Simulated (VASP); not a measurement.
A run of VASP 6.6.1 is set up as follows.

INCAR

```
SYSTEM = LiH
  ALGO = Normal
  EDIFF = 1E-6
  ENCUT = 520
  GGA = PE
  ISIF = 2
  ISMEAR = 0
  LASPH = .TRUE.
  LCHARG = .TRUE.
  LELF = .TRUE.
  LREAL = .FALSE.
  LVHAR = .TRUE.
  LWAVE = .FALSE.
  NBANDS = 9
  NELM = 80
  PREC = Accurate
  SIGMA = 0.01
```

KPOINTS

```
k-points
0
G
  6 6 6
  0 0 0
```

File POSCAR:

```
LiH
1.0
    0.0000000000      2.0029948666      2.0029948666
    2.0029948666      0.0000000000      2.0029948666
    2.0029948666      2.0029948666      0.0000000000
Li H
1 1
Direct
    0.0000000000      0.0000000000      0.0000000000
    0.5000000000      0.5000000000      0.5000000000
```

Potentials or basis: VASP PAW PBE potentials, release 64 (Li_sv, H).

The run is started by

```sh
$ cat potpaw_PBE.64/Li_sv/POTCAR potpaw_PBE.64/H/POTCAR > POTCAR
$ mpirun -np 1 vasp_std > vasp.out
```

Problem. Estimate the band gap on the k mesh.

Solution. 2.98 eV.

Caveat: the k points lie up to 0.45 Å⁻¹ apart. A k mesh can miss the band edges.
